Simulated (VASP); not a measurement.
# Mg12Cu (a cell with a defect) in VASP: notebook

The runs below take Mg12Cu (a cell with a defect) through single point, with PBE+D3(BJ).

Everything below comes from runs of VASP 6.6.1. Logs are shortened: lines on timing, memory, paths and dates and some standing lists are left out, and cuts for length are marked.

### 1 The cell of the first run

The cell holds a defect, 13 atoms: a = 6.420 Å, b = 9.630 Å, c = 5.213 Å, α = 90.00°, β = 90.00°, γ = 120.00°.

### 2 Single point, PBE+D3(BJ)

Contents of INCAR:

```
SYSTEM = Mg12Cu
  PREC = Accurate
  ENCUT = 520
  EDIFF = 1E-6
  ISMEAR = -1
  SIGMA = 0.05
  LREAL = .FALSE.
  LASPH = .TRUE.
  NELM = 60
  ALGO = Normal
  ISIF = 2
  LWAVE = .FALSE.
  LCHARG = .FALSE.
  GGA = PE
  IVDW = 12
  NBANDS = 30
```

Contents of KPOINTS:

```
regular mesh
0
G
  3 2 3
  0 0 0
```

Contents of POSCAR:

```
Mg12Cu
1.0
    6.4200000000      0.0000000000      0.0000000000
   -4.8150000000      8.3398250000      0.0000000000
    0.0000000000      0.0000000000      5.2130400000
Mg Cu
12 1
Direct
    0.0458388361      0.0092256132      0.0001072311
    0.1519536692      0.2467309566      0.5000949542
   -0.0176426649      0.3162037573      0.0000961052
    0.2947465556      0.6247995611      0.5001973896
    0.0176330393      0.6385848624      0.0001645873
    0.1175531194      0.8499831831      0.5001367724
    0.4923264209     -0.0363165894      0.0000237865
    0.5274286354      0.1490074432      0.4999896414
    0.5123526328      0.3310712155      0.0000441201
    0.6692292650      0.5431245859      0.5001049292
    0.5714890382      0.6789770769      0.0001475147
    0.7204437117      0.9210078149      0.5000585071
   -0.0993205745      0.3975567833      0.5001030109
```

Potentials or basis: VASP PAW PBE potentials, release 64 (Mg, Cu).

Launch:

```
$ cat potpaw_PBE.64/Mg/POTCAR potpaw_PBE.64/Cu/POTCAR > POTCAR
$ mpirun -np 1 vasp_std > vasp.out
```

OUTCAR:

```text
SYSTEM = Mg12Cu
   PREC = Accurate
   ENCUT = 520
   EDIFF = 1E-6
   ISMEAR = -1
   LREAL = .FALSE.
   LASPH = .TRUE.
   NELM = 60
   ISIF = 2
   GGA = PE
   IVDW = 12
 IVDW          = 12

 ion  position               nearest neighbor table
   1  0.046  0.009  0.000-   9 3.05   7 3.11  11 3.12   6 3.17   6 3.17  12 3.18  12 3.18   3 3.18
                             2 3.31   2 3.31   7 3.36   5 3.48
   2  0.152  0.247  0.500-  13 2.66  12 2.97   8 2.99   3 3.03   3 3.03  10 3.11   4 3.28   9 3.31
                             9 3.31   1 3.31   1 3.31   8 3.63
   3  0.982  0.316  0.000-  13 2.84  13 2.84   5 3.00   2 3.03   2 3.03   9 3.09   1 3.18   7 3.28
                             9 3.33   8 3.63   8 3.64  11 3.65
   4  0.295  0.625  0.500-  13 2.38  12 2.79  10 2.88   6 2.91  11 3.05  11 3.05   5 3.20   5 3.20
                             2 3.28
   5  0.018  0.639  0.000-   3 3.00  11 3.08   7 3.09   9 3.11   6 3.17   6 3.17   4 3.20   4 3.20
                            10 3.25  10 3.25  11 3.38   1 3.48
   6  0.118  0.850  0.500-   8 2.76   4 2.91  10 2.92  12 2.95   5 3.17   5 3.17   1 3.17   1 3.17
                             7 3.34   7 3.34  12 3.58
   7  0.492  0.964  0.000-  11 3.03   5 3.09   8 3.10   8 3.10   1 3.11  12 3.12  12 3.12   3 3.28
                             6 3.34   6 3.34   1 3.36   9 3.48
   8  0.527  0.149  0.500-  13 2.39   6 2.76   2 2.99  12 3.01   7 3.10   7 3.10   9 3.17   9 3.17
                            10 3.43   2 3.63   3 3.63   3 3.64
   9  0.512  0.331  0.000-   1 3.05   3 3.09   5 3.11  10 3.15  10 3.15   8 3.17   8 3.17  11 3.18
                             2 3.31   2 3.31   3 3.33   7 3.48
  10  0.669  0.543  0.500-  13 2.50   4 2.88   6 2.92   2 3.11  11 3.12  11 3.12   9 3.15   9 3.15
                             5 3.25   5 3.25   8 3.43  12 3.49
  11  0.571  0.679  0.000-   7 3.03   4 3.05   4 3.05   5 3.08   1 3.12  10 3.12  10 3.12   9 3.18
                            12 3.30  12 3.30   5 3.38   3 3.65
  12  0.720  0.921  0.500-   4 2.79   6 2.95   2 2.97   8 3.01   7 3.12   7 3.12   1 3.18   1 3.18
                            11 3.30  11 3.30  10 3.49   6 3.58
  13  0.901  0.398  0.500-   4 2.38   8 2.39  10 2.50   2 2.66   3 2.84   3 2.84

  LATTYP: Found a simple monoclinic cell.
 ALAT       =     6.4200000000
 B/A-ratio  =     0.8120000000
 C/A-ratio  =     1.3228757108
 COS(beta)  =    -0.1889822286

  Lattice vectors:

 A1 = (   6.4200000000,   0.0000000000,   0.0000000000)
 A2 = (   0.0000000000,   0.0000000000,   5.2130400000)
 A3 = (  -1.6050000000,  -8.3398250000,   0.0000000000)

Analysis of symmetry for initial positions (statically):
=====================================================================
 Subroutine PRICEL returns:
 Original cell was already a primitive cell.

 Routine SETGRP: Setting up the symmetry group for a
 simple monoclinic supercell.

 Subroutine GETGRP returns: Found  1 space group operations
 (whereof  1 operations were pure point group operations)
 out of a pool of  4 trial point group operations.

The static configuration has the point symmetry C_1 .

Analysis of symmetry for dynamics (positions and initial velocities):
=====================================================================
 Subroutine PRICEL returns:
 Original cell was already a primitive cell.

 Routine SETGRP: Setting up the symmetry group for a
 simple monoclinic supercell.

 Subroutine GETGRP returns: Found  1 space group operations
 (whereof  1 operations were pure point group operations)
 out of a pool of  4 trial point group operations.

The dynamic configuration has the point symmetry C_1 .

 Subroutine INISYM returns: Found  1 space group operations
 (whereof  1 operations are pure point group operations),
 and found     1 'primitive' translations

----------------------------------------------------------------------------------------

                                     Primitive cell

  volume of cell :     279.1149

  direct lattice vectors                    reciprocal lattice vectors
     6.420000000  0.000000000  0.000000000     0.155763240  0.089929945  0.000000000
    -4.815000000  8.339825000  0.000000000     0.000000000  0.119906593  0.000000000
     0.000000000  0.000000000  5.213040000     0.000000000  0.000000000  0.191826650

  length of vectors
     6.420000000  9.630000313  5.213040000     0.179859895  0.119906593  0.191826650

[... 67 lines left out ...]
|     Results are often still useful ...                                      |
|                                                                             |
 -----------------------------------------------------------------------------

 Subroutine IBZKPT returns following result:
 ===========================================

 Found     10 irreducible k-points:

 Following reciprocal coordinates:
            Coordinates               Weight
  0.000000  0.000000  0.000000      1.000000
  0.333333  0.000000  0.000000      2.000000
  0.000000  0.500000  0.000000      1.000000
  0.333333  0.500000  0.000000      2.000000
  0.000000  0.000000  0.333333      2.000000
  0.333333  0.000000  0.333333      2.000000
 -0.333333  0.000000  0.333333      2.000000
  0.000000  0.500000  0.333333      2.000000
  0.333333  0.500000  0.333333      2.000000
 -0.333333  0.500000  0.333333      2.000000
   k-points           NKPTS =     10   k-points in BZ     NKDIM =     10   number of bands    NBANDS=     30
   number of dos      NEDOS =    301   number of ions     NIONS =     13
   total plane-waves  NPLWV = 138240
   dimension x,y,z NGX =    48 NGY =   72 NGZ =   40
   dimension x,y,z NGXF=    96 NGYF=  144 NGZF=   80
   ions per type =              12   1
   NGX,Y,Z   is equivalent  to a cutoff of  12.43, 12.43, 12.76 a.u.
   NGXF,Y,Z  is equivalent  to a cutoff of  24.86, 24.86, 25.51 a.u.
 SYSTEM =  Mg12Cu
   PREC   = accura    normal or accurate (medium, high low for compatibility)
   ISTART =      0    job   : 0-new  1-cont  2-samecut
   ICHARG =      2    charge: 1-file 2-atom 10-const
   ISPIN  =      1    spin polarized calculation?
   LNONCOLLINEAR =      F non collinear calculations
   LSORBIT =      F    spin-orbit coupling
   LASPH  =      T    aspherical Exc in radial PAW
   ENCUT  =  520.0 eV  38.22 Ry    6.18 a.u.  11.94 17.91  9.69*2*pi/ulx,y,z
   NELM   =     60;   NELMIN=  2; NELMDL= -5     # of ELM steps
   EDIFF  = 0.1E-05   stopping-criterion for ELM
   LREAL  =      F    real-space projection
   EDIFFG = 0.1E-04   stopping-criterion for IOM
   NSW    =      0    number of steps for IOM
   IBRION =     -1    ionic relax: 0-MD 1-quasi-New 2-CG
   NFREE  =      0    steps in history (QN), initial steepest desc. (CG)
   ISIF   =      2    stress and relaxation
   ISYM   =      2    0-nonsym 1-usesym 2-fastsym
   POTIM  = 0.5000    time-step for ionic-motion
   TEBEG  =    0.0;   TEEND  =   0.0 temperature during run
   PSTRESS=    0.0 pullay stress
   NELECT =      35.0000    total number of electrons
   NUPDOWN=      -1.0000    fix difference up-down
   EMIN   =  10.00;   EMAX   =-10.00  energy-range for DOS
   EFERMI =   0.00;   METHOD = LEGACY
   ISMEAR =    -1;   SIGMA  =   0.05  broadening in eV -4-tet -1-fermi 0-gaus
   EFERMI_NEDOS =   21; number of points for ismear=-14 and -15
   IALGO  =     38    algorithm
   IMIX   =      4    mixing-type and parameters
     AMIX     =   0.40;   BMIX     =  1.00
     AMIX_MAG =   1.60;   BMIX_MAG =  1.00
  volume/ion in A,a.u.               =      21.47       144.89
  Fermi-wavevector in a.u.,A,eV,Ry     =   0.819414  1.548467  9.135478  0.671439
  Thomas-Fermi vector in A             =   1.930214
   LORBIT       =      0    0 simple, 1 ext, 2 COOP (PROOUT), +10 PAW based schemes
   GGA     = PE    functional components
   LHFCALC =     F    Hartree Fock is set to
   AEXX    =    0.0000 exact exchange contribution
   IVDW    =    12    specifies the selected vdW correction
   LEPSILON=     F    determine dielectric tensor
   LRPA    =     F    only Hartree local field effects (RPA)
 non-spin polarized calculation
  energy-cutoff  :      520.00
  volume of cell :      279.11
 maximum number of plane-waves:      7549
   NGX = 23   NGY = 35   NGZ = 19

 number of electron      35.0000000 magnetization

 Free energy of the ion-electron system (eV)
  ---------------------------------------------------
  ext. energy  EPLUGINS =         0.00000000
  ---------------------------------------------------
  free energy    TOTEN  =       -20.15136449 eV

  energy without entropy =      -20.08930413  energy(sigma->0) =      -20.12033431

 E-fermi :   2.9264     XC(G=0):  -8.7534

 val. band max:        2.9000135500   @ k =  -0.3333   0.0000   0.3333
 cond. band min:       2.9493230023   @ k =   0.0000   0.0000   0.3333
 fundamental gap:      0.0493094523
 Fermi energy:         2.9263730780

 k-point     1 :       0.0000    0.0000    0.0000
  band No.  band energies     occupation
      1      -4.2061      2.00000
      2      -2.1619      2.00000
      3      -1.9629      2.00000
      4      -0.8314      2.00000
      5      -0.6248      2.00000
      6      -0.4200      2.00000
[... 309 lines left out ...]
     28       6.6440      0.00000
     29       6.8399      0.00000
 [bands above 29 left out]

------------------------ aborting loop because EDIFF is reached ----------------------------------------

 Edisp (eV)   -3.95869

 E8    (eV) :    -1.7338

  FORCE on cell =-STRESS in cart. coord.  units (eV):
  Direction    XX          YY          ZZ          XY          YZ          ZX
  --------------------------------------------------------------------------------------
  -------------------------------------------------------------------------------------
  Total       1.80946     4.12216    -7.14897     2.07222     0.00071     0.00065
  in kB      10.38667    23.66208   -41.03656    11.89498     0.00408     0.00375
  external pressure =       -2.33 kB  Pullay stress =        0.00 kB

 VOLUME and BASIS-vectors are now :
 -----------------------------------------------------------------------------
  energy-cutoff  :      520.00
  volume of cell :      279.11
      direct lattice vectors                 reciprocal lattice vectors
     6.420000000  0.000000000  0.000000000     0.155763240  0.089929945  0.000000000
    -4.815000000  8.339825000  0.000000000     0.000000000  0.119906593  0.000000000
     0.000000000  0.000000000  5.213040000     0.000000000  0.000000000  0.191826650

 POSITION                                       TOTAL-FORCE (eV/Angst)
 -----------------------------------------------------------------------------------
      0.24986      0.07694      0.00056         0.004131      0.004765     -0.000020
     -0.21247      2.05769      2.60702        -0.012520     -0.003194      0.000006
      4.78421      2.63708      0.00050         0.006974     -0.010726      0.000001
     -1.11614      5.21072      2.60755         0.010873      0.013600     -0.000082
     -2.96158      5.32569      0.00086        -0.001108      0.002033     -0.000023
     -3.33798      7.08871      2.60723        -0.000090      0.001007     -0.000060
     -1.47940      8.03695      0.00012        -0.002681      0.003989      0.000035
      2.66862      1.24270      2.60647        -0.004229     -0.000404      0.000101
      1.69520      2.76108      0.00023        -0.001334      0.002440      0.000023
      1.68131      4.52956      2.60707        -0.011062      0.007328      0.000001
      0.39968      5.66255      0.00077         0.001841     -0.001449     -0.000020
      0.19060      7.68104      2.60682        -0.001985      0.011663      0.000046
      3.86813      3.31555      2.60706         0.011190     -0.031053     -0.000008
 -----------------------------------------------------------------------------------
    total drift:                               -0.001311      0.000084     -0.000038

  FREE ENERGIE OF THE ION-ELECTRON SYSTEM (eV)
  ---------------------------------------------------
  free  energy   TOTEN  =       -24.1100549265 eV

  energy  without entropy=      -24.0479945651  energy(sigma->0) =      -24.07902475
```

Wall time 2.2 min (1 thread of Intel Xeon 8259CL, shared host); peak memory 0.37 GiB.

What came out:

```yaml
Free_energy: -24.1101 eV
Pressure: -0.2 GPa
Largest_force: 0.033 eV/Å
Band_gap_on_the_k_mesh: zero (an odd number of electrons rules out a gap without spin polarisation)
Dispersion_energy_per_atom: -0.305 eV
```

Forces in eV/Å, atoms in the order of the input:
```
Mg   0.004  0.005  0.000
Mg  -0.013 -0.003  0.000
Mg   0.007 -0.011  0.000
Mg   0.011  0.014  0.000
Mg  -0.001  0.002  0.000
Mg   0.000  0.001  0.000
Mg  -0.003  0.004  0.000
Mg  -0.004  0.000  0.000
Mg  -0.001  0.002  0.000
Mg  -0.011  0.007  0.000
Mg   0.002 -0.001  0.000
Mg  -0.002  0.012  0.000
Cu   0.011 -0.031  0.000
```

Caveat: the k points lie up to 0.40 Å⁻¹ apart, too coarse for converged energies and pressures of a metal.

[end of part 1 of 2]

The gap in the log of VASP goes by the Fermi energy; the results here count the filled bands.